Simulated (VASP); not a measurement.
# BN (Qingsongite) (F-43m) in VASP: a series of runs, part 2 of 2

VASP 6.6.1.

## Step 4: Single point, PBEsol

This run uses another cell than the first one, of 4.51 Å³/atom, 0.929 times its volume.

File INCAR:

```
SYSTEM = BN
PREC = Accurate
ENCUT = 600
EDIFF = 1E-6
ISMEAR = 0
SIGMA = 0.01
LREAL = .False.
LASPH = .True.
NELM = 120
ALGO = Normal
ISIF = 2
LWAVE = .False.
LCHARG = .False.
GGA = PS
NBANDS = 11
GGA_COMPAT = .False.
```

File KPOINTS:

```
regular mesh
0
Gamma
  12 12 12
  0 0 0
```

File POSCAR:

```
BN
1.0
    0.0000000000      1.6520035082      1.6520035082
    1.6520035082      0.0000000000      1.6520035082
    1.6520035082      1.6520035082      0.0000000000
B N
1 1
Direct
    0.0000000000      0.0000000000      0.0000000000
    0.2500000000      0.2500000000      0.2500000000
```

Potentials or basis: VASP PAW PBE potentials, release 64 (B, N).

Command:

```sh
$ cat potpaw_PBE.64/B/POTCAR potpaw_PBE.64/N/POTCAR > POTCAR
$ mpirun -np 1 vasp_std > vasp.out
```

OUTCAR:

```text
SYSTEM = BN
   PREC = Accurate
   ENCUT = 600
   EDIFF = 1E-6
   ISMEAR = 0
   LREAL = .False.
   LASPH = .True.
   NELM = 120
   ISIF = 2
   GGA = PS

 ion  position               nearest neighbor table
   1  0.000  0.000  0.000-   2 1.43   2 1.43   2 1.43   2 1.43
   2  0.250  0.250  0.250-   1 1.43   1 1.43   1 1.43   1 1.43

  LATTYP: Found a face centered cubic cell.
 ALAT       =     3.3040070164

  Lattice vectors:

 A1 = (   0.0000000000,   1.6520035082,   1.6520035082)
 A2 = (   1.6520035082,   0.0000000000,   1.6520035082)
 A3 = (   1.6520035082,   1.6520035082,   0.0000000000)

Analysis of symmetry for initial positions (statically):
=====================================================================
 Subroutine PRICEL returns:
 Original cell was already a primitive cell.

 Routine SETGRP: Setting up the symmetry group for a
 face centered cubic supercell.

 Subroutine GETGRP returns: Found 24 space group operations
 (whereof 24 operations were pure point group operations)
 out of a pool of 48 trial point group operations.

The static configuration has the point symmetry T_d .

Analysis of symmetry for dynamics (positions and initial velocities):
=====================================================================
 Subroutine PRICEL returns:
 Original cell was already a primitive cell.

 Routine SETGRP: Setting up the symmetry group for a
 face centered cubic supercell.

 Subroutine GETGRP returns: Found 24 space group operations
 (whereof 24 operations were pure point group operations)
 out of a pool of 48 trial point group operations.

The dynamic configuration has the point symmetry T_d .

 Subroutine INISYM returns: Found 24 space group operations
 (whereof 24 operations are pure point group operations),
 and found     1 'primitive' translations

----------------------------------------------------------------------------------------

                                     Primitive cell

  volume of cell :       9.0170

[... 115 lines left out ...]
   AEXX    =    0.0000 exact exchange contribution
   IVDW    =     0    specifies the selected vdW correction
   LEPSILON=     F    determine dielectric tensor
   LRPA    =     F    only Hartree local field effects (RPA)
 non-spin polarized calculation
 Gauss-broadening in eV      SIGMA  =   0.01
  energy-cutoff  :      600.00
  volume of cell :        9.02
 maximum number of plane-waves:       310
   NGX =  9   NGY =  9   NGZ =  9

 number of electron       8.0000000 magnetization

 Free energy of the ion-electron system (eV)
  ---------------------------------------------------
  ext. energy  EPLUGINS =         0.00000000
  ---------------------------------------------------
  free energy    TOTEN  =       -17.20876730 eV

  energy without entropy =      -17.20876730  energy(sigma->0) =      -17.20876730

 E-fermi :  11.2720     XC(G=0): -14.3840

 val. band max:       11.0752210804   @ k =   0.0000   0.0000   0.0000
 cond. band min:      15.5950615099   @ k =   0.5000   0.5000   0.0000
 fundamental gap:      4.5198404295
 Fermi energy:        11.2720292150

 k-point     1 :       0.0000    0.0000    0.0000
  band No.  band energies     occupation
      1     -12.5959      2.00000
      2      11.0752      2.00000
      3      11.0752      2.00000
      4      11.0752      2.00000
      5      21.1073      0.00000
      6      21.1073      0.00000
      7      21.1073      0.00000
      8      26.0621      0.00000
      9      40.9408      0.00000
     10      42.3126      0.00000
     11      42.3126      0.00000
[... 309 lines left out ...]
 k-point    24 :      -0.4167    0.1667    0.0000
  band No.  band energies     occupation
      1      -6.4849      2.00000
      2      -1.5981      2.00000
      3       5.9179      2.00000
      4       7.6918      2.00000
      5      21.4509      0.00000
      6      25.3059      0.00000
      7      26.8689      0.00000
      8      30.4365      0.00000
      9      35.7497      0.00000
     10      39.9056      0.00000
     11      43.7079      0.00000

 [... further k-points ...]

------------------------ aborting loop because EDIFF is reached ----------------------------------------

  FORCE on cell =-STRESS in cart. coord.  units (eV):
  Direction    XX          YY          ZZ          XY          YZ          ZX
  --------------------------------------------------------------------------------------
  -------------------------------------------------------------------------------------
  Total        9.2011014      9.2011014      9.2011014     -0.0000000     -0.0000000      0.0000000
  in kB     1634.8861309   1634.8861309   1634.8861309     -0.0000000     -0.0000000      0.0000000
  external PRESSURE =    1634.8861309 kB  Pullay stress =       0.0000000 kB

 VOLUME and BASIS-vectors are now :
 -----------------------------------------------------------------------------
  energy-cutoff  :      600.00
  volume of cell :        9.02
      direct lattice vectors                 reciprocal lattice vectors
     0.000000000  1.652003508  1.652003508    -0.302662796  0.302662796  0.302662796
     1.652003508  0.000000000  1.652003508     0.302662796 -0.302662796  0.302662796
     1.652003508  1.652003508  0.000000000     0.302662796  0.302662796 -0.302662796

 POSITION                                       TOTAL-FORCE (eV/Angst)
 -----------------------------------------------------------------------------------
      0.00000      0.00000      0.00000        -0.000000     -0.000000     -0.000000
      0.82600      0.82600      0.82600         0.000000      0.000000      0.000000
 -----------------------------------------------------------------------------------
    total drift:                                0.000000      0.000000     -0.000000

  FREE ENERGIE OF THE ION-ELECTRON SYSTEM (eV)
  ---------------------------------------------------
  free  energy   TOTEN  =       -17.2087672974 eV

  energy  without entropy=      -17.2087672974  energy(sigma->0) =      -17.20876730
```

OSZICAR:

```text
N       E                     dE             d eps       ncg     rms          rms(c)
DAV:   1     0.176780757415E+02    0.17678E+02   -0.57430E+03  1624   0.841E+02
DAV:   2    -0.181708936545E+02   -0.35849E+02   -0.34886E+02  1863   0.212E+02
DAV:   3    -0.187069626245E+02   -0.53607E+00   -0.53533E+00  1887   0.209E+01
DAV:   4    -0.187074544483E+02   -0.49182E-03   -0.49182E-03  1737   0.713E-01
DAV:   5    -0.187074547634E+02   -0.31504E-06   -0.31503E-06  1860   0.180E-02    0.845E+00
DAV:   6    -0.174350895809E+02    0.12724E+01   -0.25888E+00  1707   0.111E+01    0.438E+00
DAV:   7    -0.172338896964E+02    0.20120E+00   -0.29993E-01  1862   0.428E+00    0.226E+00
DAV:   8    -0.172087027709E+02    0.25187E-01   -0.43577E-02  1839   0.155E+00    0.353E-01
DAV:   9    -0.172087592782E+02   -0.56507E-04   -0.65443E-04  1698   0.272E-01    0.105E-01
DAV:  10    -0.172087662022E+02   -0.69240E-05   -0.45725E-05  1773   0.601E-02    0.167E-02
DAV:  11    -0.172087672382E+02   -0.10360E-05   -0.17559E-06  1815   0.115E-02    0.878E-03
DAV:  12    -0.172087672974E+02   -0.59238E-07   -0.38696E-07   858   0.498E-03
   1 F= -.17208767E+02 E0= -.17208767E+02  d E =-.592860-173
```

Wall time 4.3 s (1 thread of Intel Xeon 6975P-C (Granite Rapids), shared host); peak memory 0.12 GiB.

Results:

```
Free energy            : -17.2088 eV
Pressure               : 163.5 GPa
Band gap on the k mesh : 4.52 eV, indirect (least direct gap 10.03 eV)
```

Caveat: the PAW data sets were made with another functional, which shifts forces and pressure a little. As with any semilocal functional, this PBEsol gap is likely too small.

## Step 5: Single point, PBEsol

This run uses another cell than the first one, of 4.51 Å³/atom, 0.929 times its volume.

File INCAR:

```
ALGO     = Normal         # electronic algorithm
EDIFF    = 1E-6           # SCF threshold, eV
ENCUT    = 600            # plane-wave cutoff, eV
GGA      = PS             # functional
GGA_COMPAT= False        
ISIF     = 2              # what is computed and relaxed
ISMEAR   = 0              # smearing method
LASPH    = True           # aspherical terms in the spheres
LCHARG   = False          # write CHGCAR
LREAL    = False          # projectors in reciprocal space
LWAVE    = False          # write WAVECAR
NBANDS   = 11             # bands
NELM     = 120            # most SCF steps
PREC     = Accurate       # precision mode
SIGMA    = 0.02           # smearing width, eV
```

File KPOINTS:

```
k-points
0
Gamma
  12 12 12
```

POSCAR is that of step 4.

Command:

```sh
$ cat potpaw_PBE.64/B/POTCAR potpaw_PBE.64/N/POTCAR > POTCAR
$ mpirun -np 1 vasp_std > vasp.out
```

Run time: 4.2 s. Hardware: 1 thread of Intel Xeon 6975P-C (Granite Rapids), shared host; peak memory 0.12 GiB.

It converged, with:

- Free energy: -17.2088 eV
- Pressure: 163.5 GPa
- Band gap on the k mesh: 4.52 eV, indirect (least direct gap 10.03 eV)

Levels at points of the mesh, in eV from the valence-band top:
```tsv
k point	band 2	band 3	band 4	band 5	band 6	band 7
(0.00, 0.00, 0.00)	0.00	0.00	0.00	10.03	10.03	10.03
(0.50, 0.00, 0.00)	-13.53	-2.53	-2.53	12.07	12.07	13.88
(0.50, 0.50, 0.00)	-10.96	-6.45	-6.45	4.52	10.56	22.39
```

Caveat: the PAW data sets were made with another functional, which shifts forces and pressure a little.

## Step 6: The runs side by side

| cell | k mesh | smearing | gap on the mesh (eV) | pressure (GPa) |
| --- | --- | --- | --- | --- |
| a = 2.395 Å, angles 60.0°, 2 atoms | 10 × 10 × 10 | gaussian 0.1 eV | 4.46 | 103.1 |
| a = 2.336 Å, angles 60.0°, 2 atoms | 12 × 12 × 12 | gaussian 0.01 eV | 4.52 | 163.5 |
| a = 2.336 Å, angles 60.0°, 2 atoms | 12 × 12 × 12 | gaussian 0.02 eV | 4.52 | 163.5 |

Alike in all rows: task single point; level PBEsol; potentials or basis VASP PAW PBE potentials, release 64 (B, N); no spin polarisation; cutoff (eV) 600.

Caveats: the PAW data sets were made with another functional, which shifts forces and pressure a little.

Total energies depend on the potentials used, so only differences within one code and one set of settings carry meaning.
